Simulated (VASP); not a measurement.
# Si32O (a cell with a defect) in VASP: single point with LDA

Aim: the single point of Si32O (a cell with a defect) with LDA.

Everything below comes from runs of VASP 6.6.1. Logs are shortened: lines on timing, memory, paths and dates and some standing lists are left out, and cuts for length are marked.

## (1) The cell of the first run

The cell holds a defect, 33 atoms: a = 9.356 Å, b = 9.356 Å, c = 9.356 Å, α = 109.47°, β = 109.47°, γ = 109.47°.

## (2) Single point, LDA

Input file INCAR:

```
SYSTEM = Si32O
ALGO = Normal
EDIFF = 1E-6
ENCUT = 520
ISIF = 2
ISMEAR = 0
LASPH = .True.
LCHARG = .False.
LREAL = Auto
LWAVE = .False.
NBANDS = 89
NELM = 80
PREC = Accurate
SIGMA = 0.02
```

Input file KPOINTS:

```
Automatic mesh
0
Gamma
  2 2 2
  0.5 0.5 0.5
```

Input file POSCAR:

```
Si32O
1.0
   -5.4019422754     -5.4019422754      5.4019422754
    5.4019422754     -5.4019422754     -5.4019422754
    5.4019422754      5.4019422754      5.4019422754
Si O
32 1
Direct
    0.2404163972      0.7419755332      0.7381162731
   -0.0009223534      0.7493146527     -0.0062775569
    0.4980102272      0.4961217398      0.7425496785
    0.2469141527      0.4963488803     -0.0082559194
   -0.0034389483      0.4996372346      0.2421815031
    0.7491569317      0.7439834221      0.2423006269
    0.4978262193      0.7472016164      0.4930675606
   -0.0022650186     -0.0041087999      0.7419264768
    0.7444492731      0.2462205133      0.7466677344
    0.4988471484      0.2459927249     -0.0093272007
    0.2884990103      0.2407311914      0.2428456161
   -0.0139955216      0.2476962788      0.5019239121
    0.7509063024      0.4976398975      0.4941371758
    0.7268315357     -0.0117322616     -0.0169120652
    0.5072006253     -0.0123327864      0.2422529589
    0.2475209715     -0.0024354203      0.4908590031
    0.2471242623      0.7475712057      0.4927645214
   -0.0036486876      0.7458691327      0.7422232219
    0.5066902533      0.5022313941      0.4973991507
    0.2464653327      0.4958083340      0.7412960554
   -0.0034548685      0.4973459291     -0.0082446272
    0.7473692413      0.7484572759     -0.0064194503
    0.5009159413      0.7394964249      0.2423019228
   -0.0039269209     -0.0027294812      0.4909333282
    0.7391907941      0.2457104190      0.4983062319
    0.4961279413      0.2457654918      0.7423741861
    0.2512108480      0.2470086558     -0.0123422274
   -0.0483091982      0.2404901670      0.2426172723
    0.7473411033      0.4956256220      0.2423573658
    0.7476863495     -0.0029557887      0.7436415080
    0.4834677727     -0.0099799289     -0.0135684530
    0.2625300175     -0.0140296760      0.2423923532
    0.1070857426      0.1993143290      0.2447687207
```

Potentials or basis: VASP PAW LDA potentials, release 64 (Si, O).

On the command line:

```sh
> cat potpaw_LDA.64/Si/POTCAR potpaw_LDA.64/O/POTCAR > POTCAR
> mpirun -np 1 vasp_std > vasp.out
```

OUTCAR:

```text
SYSTEM = Si32O
   EDIFF = 1E-6
   ENCUT = 520
   ISIF = 2
   ISMEAR = 0
   LASPH = .True.
   LREAL = Auto
   NELM = 80
   PREC = Accurate

 ion  position               nearest neighbor table
   1  0.240  0.742  0.738-  31 2.31  18 2.31  20 2.33  17 2.33
   2  0.999  0.749  0.994-  18 2.33  21 2.34  32 2.34  22 2.35
   3  0.498  0.496  0.743-  26 2.34  19 2.34  22 2.35  20 2.35
   4  0.247  0.496  0.992-  23 2.33  27 2.33  20 2.34  21 2.35
   5  0.997  0.500  0.242-  29 2.32  28 2.32  21 2.34  17 2.34
   6  0.749  0.744  0.242-  23 2.31  29 2.32  24 2.34  22 2.34
[... 24 lines left out ...]
  31  0.483  0.990  0.986-  14 2.29   1 2.31  10 2.34  15 2.34
  32  0.263  0.986  0.242-  15 2.28  11 2.31   2 2.34  16 2.34
  33  0.107  0.199  0.245-  11 1.62  28 1.62

  LATTYP: Found a body centered cubic cell.
 ALAT       =    10.8038845508

  Lattice vectors:

 A1 = (  -5.4019422754,  -5.4019422754,   5.4019422754)
 A2 = (   5.4019422754,  -5.4019422754,  -5.4019422754)
 A3 = (   5.4019422754,   5.4019422754,   5.4019422754)

Analysis of symmetry for initial positions (statically):
=====================================================================
 Subroutine PRICEL returns:
 Original cell was already a primitive cell.

 Routine SETGRP: Setting up the symmetry group for a
 body centered cubic supercell.

 Subroutine GETGRP returns: Found  1 space group operations
 (whereof  1 operations were pure point group operations)
 out of a pool of 48 trial point group operations.

The static configuration has the point symmetry C_1 .

Analysis of symmetry for dynamics (positions and initial velocities):
=====================================================================
 Subroutine PRICEL returns:
 Original cell was already a primitive cell.

 Routine SETGRP: Setting up the symmetry group for a
 body centered cubic supercell.

 Subroutine GETGRP returns: Found  1 space group operations
 (whereof  1 operations were pure point group operations)
 out of a pool of 48 trial point group operations.

The dynamic configuration has the point symmetry C_1 .

 Subroutine INISYM returns: Found  1 space group operations
 (whereof  1 operations are pure point group operations),
 and found     1 'primitive' translations

----------------------------------------------------------------------------------------

                                     Primitive cell

  volume of cell :     630.5359

  direct lattice vectors                    reciprocal lattice vectors
    -5.401942275 -5.401942275  5.401942275     0.000000000 -0.092559301  0.092559301
     5.401942275 -5.401942275 -5.401942275     0.092559301 -0.092559301  0.000000000
     5.401942275  5.401942275  5.401942275     0.092559301  0.000000000  0.092559301

  length of vectors
     9.356438481  9.356438481  9.356438481     0.130898619  0.130898619  0.130898619

  position of ions in fractional coordinates (direct lattice)
     0.240416397  0.741975533  0.738116273
     0.999077647  0.749314653  0.993722443
     0.498010227  0.496121740  0.742549678
     0.246914153  0.496348880  0.991744081
     0.996561052  0.499637235  0.242181503
     0.749156932  0.743983422  0.242300627
[... 25 lines left out ...]
     0.262530017  0.985970324  0.242392353
     0.107085743  0.199314329  0.244768721

  ion indices of the primitive-cell ions
   primitive index   ion index
                 1           1
                 2           2
                 3           3
                 4           4
                 5           5
                 6           6
[... 25 lines left out ...]
                32          32
                33          33

----------------------------------------------------------------------------------------

 KPOINTS: Automatic mesh

Automatic generation of k-mesh.
 Grid dimensions read from file:
 generate k-points for:    2    2    2

 Generating k-lattice:

  Cartesian coordinates                     Fractional coordinates (reciprocal lattice)
     0.000000000 -0.046279650  0.046279650     0.500000000  0.000000000  0.000000000
     0.046279650 -0.046279650  0.000000000     0.000000000  0.500000000  0.000000000
     0.046279650  0.000000000  0.046279650     0.000000000  0.000000000  0.500000000

  Length of vectors
     0.065449309  0.065449309  0.065449309

  Shift w.r.t. Gamma in fractional coordinates (k-lattice)
     0.500000000  0.500000000  0.500000000

 Subroutine IBZKPT returns following result:
 ===========================================

 Found      4 irreducible k-points:

 Following reciprocal coordinates:
            Coordinates               Weight
  0.250000  0.250000  0.250000      2.000000
 -0.250000  0.250000  0.250000      2.000000
  0.250000 -0.250000  0.250000      2.000000
  0.250000  0.250000 -0.250000      2.000000
   k-points           NKPTS =      4   k-points in BZ     NKDIM =      4   number of bands    NBANDS=     89
   number of dos      NEDOS =    301   number of ions     NIONS =     33
   total plane-waves  NPLWV = 343000
   dimension x,y,z NGX =    70 NGY =   70 NGZ =   70
   dimension x,y,z NGXF=   140 NGYF=  140 NGZF=  140
   ions per type =              32   1
   NGX,Y,Z   is equivalent  to a cutoff of  12.44, 12.44, 12.44 a.u.
   NGXF,Y,Z  is equivalent  to a cutoff of  24.88, 24.88, 24.88 a.u.
 SYSTEM =  Si32O
   PREC   = accura    normal or accurate (medium, high low for compatibility)
   ISTART =      0    job   : 0-new  1-cont  2-samecut
   ICHARG =      2    charge: 1-file 2-atom 10-const
   ISPIN  =      1    spin polarized calculation?
   LNONCOLLINEAR =      F non collinear calculations
   LSORBIT =      F    spin-orbit coupling
   LASPH  =      T    aspherical Exc in radial PAW
   ENCUT  =  520.0 eV  38.22 Ry    6.18 a.u.  17.40 17.40 17.40*2*pi/ulx,y,z
   NELM   =     80;   NELMIN=  2; NELMDL= -5     # of ELM steps
   EDIFF  = 0.1E-05   stopping-criterion for ELM
   LREAL  =      T    real-space projection
   EDIFFG = 0.1E-04   stopping-criterion for IOM
   NSW    =      0    number of steps for IOM
   IBRION =     -1    ionic relax: 0-MD 1-quasi-New 2-CG
   NFREE  =      0    steps in history (QN), initial steepest desc. (CG)
   ISIF   =      2    stress and relaxation
   ISYM   =      2    0-nonsym 1-usesym 2-fastsym
   POTIM  = 0.5000    time-step for ionic-motion
   TEBEG  =    0.0;   TEEND  =   0.0 temperature during run
   PSTRESS=    0.0 pullay stress
   NELECT =     134.0000    total number of electrons
   NUPDOWN=      -1.0000    fix difference up-down
   EMIN   =  10.00;   EMAX   =-10.00  energy-range for DOS
   EFERMI =   0.00;   METHOD = LEGACY
   ISMEAR =     0;   SIGMA  =   0.02  broadening in eV -4-tet -1-fermi 0-gaus
   EFERMI_NEDOS =   21; number of points for ismear=-14 and -15
   IALGO  =     38    algorithm
   IMIX   =      4    mixing-type and parameters
     AMIX     =   0.40;   BMIX     =  1.00
     AMIX_MAG =   1.60;   BMIX_MAG =  1.00
  volume/ion in A,a.u.               =      19.11       128.94
  Fermi-wavevector in a.u.,A,eV,Ry     =   0.976952  1.846171 12.985875  0.954435
  Thomas-Fermi vector in A             =   2.107611
   LORBIT       =      0    0 simple, 1 ext, 2 COOP (PROOUT), +10 PAW based schemes
   GGA     = CA    functional components
   LHFCALC =     F    Hartree Fock is set to
   AEXX    =    0.0000 exact exchange contribution
   IVDW    =     0    specifies the selected vdW correction
   LEPSILON=     F    determine dielectric tensor
   LRPA    =     F    only Hartree local field effects (RPA)
 non-spin polarized calculation
 Gauss-broadening in eV      SIGMA  =   0.02
  energy-cutoff  :      520.00
  volume of cell :      630.54
 maximum number of plane-waves:     17028
 NGX is ok and might be reduce to    70
   NGX = 35   NGY = 35   NGZ = 35

 number of electron     134.0000004 magnetization

 Free energy of the ion-electron system (eV)
  ---------------------------------------------------
  ext. energy  EPLUGINS =         0.00000000
  ---------------------------------------------------
  free energy    TOTEN  =      -198.91521695 eV

  energy without entropy =     -198.91521695  energy(sigma->0) =     -198.91521695

 E-fermi :   5.5735     XC(G=0):  -9.7259

 val. band max:        5.4256394517   @ k =   0.2500   0.2500  -0.2500
 cond. band min:       6.5771568795   @ k =   0.2500   0.2500  -0.2500
 fundamental gap:      1.1515174278
 Fermi energy:         5.5735278768

 k-point     1 :       0.2500    0.2500    0.2500
  band No.  band energies     occupation
      1     -14.3516      2.00000
      2      -5.5157      2.00000
      3      -5.3046      2.00000
      4      -5.3043      2.00000
      5      -4.9642      2.00000
      6      -4.5478      2.00000
[... 71 lines left out ...]
     78       7.7438      0.00000
     79       7.7543      0.00000

 k-point     2 :      -0.2500    0.2500    0.2500
  band No.  band energies     occupation
      1     -14.3516      2.00000
      2      -5.7977      2.00000
      3      -5.1346      2.00000
      4      -4.7969      2.00000
      5      -4.7366      2.00000
      6      -4.5875      2.00000
[... 71 lines left out ...]
     78       8.3061      0.00000
     79       8.3156      0.00000

 k-point     3 :       0.2500   -0.2500    0.2500
  band No.  band energies     occupation
      1     -14.3516      2.00000
      2      -5.7976      2.00000
      3      -5.1347      2.00000
      4      -4.7971      2.00000
      5      -4.7366      2.00000
      6      -4.5872      2.00000
[... 71 lines left out ...]
     78       8.3060      0.00000
     79       8.3154      0.00000

 k-point     4 :       0.2500    0.2500   -0.2500
  band No.  band energies     occupation
      1     -14.3516      2.00000
      2      -5.7967      2.00000
      3      -5.1390      2.00000
      4      -4.7976      2.00000
      5      -4.7354      2.00000
      6      -4.5840      2.00000
[... 71 lines left out ...]
     78       8.3051      0.00000
     79       8.3147      0.00000
 [bands above 79 left out]

------------------------ aborting loop because EDIFF is reached ----------------------------------------

  FORCE on cell =-STRESS in cart. coord.  units (eV):
  Direction    XX          YY          ZZ          XY          YZ          ZX
  --------------------------------------------------------------------------------------
  -------------------------------------------------------------------------------------
  Total        7.2810931      7.1863337      7.2525765      4.4685990     -4.4648703     -4.4598276
  in kB       18.5010917     18.2603104     18.4286317     11.3546083    -11.3451339    -11.3323204
  external PRESSURE =      18.3966779 kB  Pullay stress =       0.0000000 kB

 VOLUME and BASIS-vectors are now :
 -----------------------------------------------------------------------------
  energy-cutoff  :      520.00
  volume of cell :      630.54
      direct lattice vectors                 reciprocal lattice vectors
    -5.401942275 -5.401942275  5.401942275     0.000000000 -0.092559301  0.092559301
     5.401942275 -5.401942275 -5.401942275     0.092559301 -0.092559301  0.000000000
     5.401942275  5.401942275  5.401942275     0.092559301  0.000000000  0.092559301

 POSITION                                       TOTAL-FORCE (eV/Angst)
 -----------------------------------------------------------------------------------
      6.69666     -1.31956      1.27787         0.001069     -0.001012      0.001860
      4.01883     -4.07668      6.71724         0.000476      0.000512     -0.000023
      4.00101     -1.35903      4.02141         0.000206      0.001059     -0.001739
      6.70478      1.34228      4.00991        -0.001644     -0.000937     -0.000622
     -1.37610     -6.77413      3.99260         0.003837      0.002674     -0.000824
      1.28095     -6.75696      1.33684         0.000300      0.001417     -0.000063
[... 25 lines left out ...]
      5.21737     -5.43494     -2.59859         0.002315      0.002223     -0.005216
      1.82044     -0.33293      0.82401        -0.034597      0.061996      0.029751
 -----------------------------------------------------------------------------------
    total drift:                                0.005347     -0.006841     -0.004303

  FREE ENERGIE OF THE ION-ELECTRON SYSTEM (eV)
  ---------------------------------------------------
  free  energy   TOTEN  =      -198.9152169455 eV

  energy  without entropy=     -198.9152169455  energy(sigma->0) =     -198.91521695
```

Run time: 3.5 min. Hardware: 1 thread of Intel Xeon 6975P-C (Granite Rapids), shared host; peak memory 0.58 GiB.

What came out:

```yaml
Free_energy: -198.9152 eV
Pressure: 1.8 GPa
Largest_force: 0.088 eV/Å
Band_gap_on_the_k_mesh: 1.15 eV
```

Forces in eV/Å, atoms in the order of the input:
```
Si   0.001 -0.001  0.002
Si   0.000  0.001  0.000
Si   0.000  0.001 -0.002
Si  -0.002 -0.001 -0.001
Si   0.004  0.003 -0.001
Si   0.000  0.001  0.000
Si  -0.001  0.003 -0.003
Si   0.004  0.002  0.004
Si   0.000  0.001  0.000
Si   0.001  0.001  0.002
Si  -0.040 -0.074  0.024
Si   0.003  0.006  0.000
Si   0.000 -0.004  0.003
Si  -0.004 -0.007  0.005
Si   0.001 -0.002  0.001
Si   0.001 -0.003 -0.001
Si   0.003  0.001 -0.001
Si   0.001  0.000  0.002
Si  -0.004 -0.004  0.003
Si   0.000  0.001 -0.002
Si  -0.003  0.001  0.003
Si   0.003 -0.002  0.002
Si   0.000  0.000 -0.001
Si  -0.002 -0.002  0.001
Si   0.004  0.002  0.000
Si   0.003 -0.001  0.000
Si   0.000  0.000  0.002
Si   0.057  0.016 -0.064
Si   0.002  0.000 -0.002
Si  -0.001  0.001 -0.003
Si   0.000 -0.002  0.003
Si   0.002  0.002 -0.005
O   -0.035  0.062  0.030
```

Levels at points of the mesh, in eV from the valence-band top:
```csv
k point,band 65,band 66,band 67,band 68,band 69,band 70
"(0.25, 0.25, 0.25)",-0.20,-0.10,-0.08,1.71,1.76,1.87
```
